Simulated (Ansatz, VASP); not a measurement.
One calculation of InP, two programs

```
CELL_PARAMETERS angstrom
1.90865 -6.24465 0.00000
1.90865 6.24465 0.00000
0.00000 0.00000 3.82792
ATOMIC_POSITIONS crystal
In 0.65632 0.34368 0.25000
In 0.34368 0.65632 0.75000
P 0.87630 0.12370 0.25000
P 0.12370 0.87630 0.75000
```

Change from the starting cell: species swapped into the YGa type (Cmcm, No. 63).

Alike in both runs: functional PBE; k mesh 12 × 12 × 12; occupations gaussian, width 0.1 eV; no spin polarisation.

Ansatz relaxed the structure, and its values are those at the end. VASP's run is a single point on that final structure, the one shown.

|  | VASP | Ansatz |
| --- | --- | --- |
| version | VASP 6.6.1 | Ansatz 0.2.0 |
| potentials or method | VASP PAW PBE potentials, release 64 (In_d, P), cutoff 520 eV | scalar-relativistic, plane waves, PAW |
| valence electrons in the cell | 36 | 36 |

```csv
,VASP,Ansatz,Ansatz less VASP
gap on the k mesh at the Fermi level (eV),none,none,-
pressure (GPa),0.0,0.0,+0.02
```

A gap of «none» marks a metal or a gap that the smearing closes. The functional is the same, so the differences come from potentials, cutoffs and numerics.
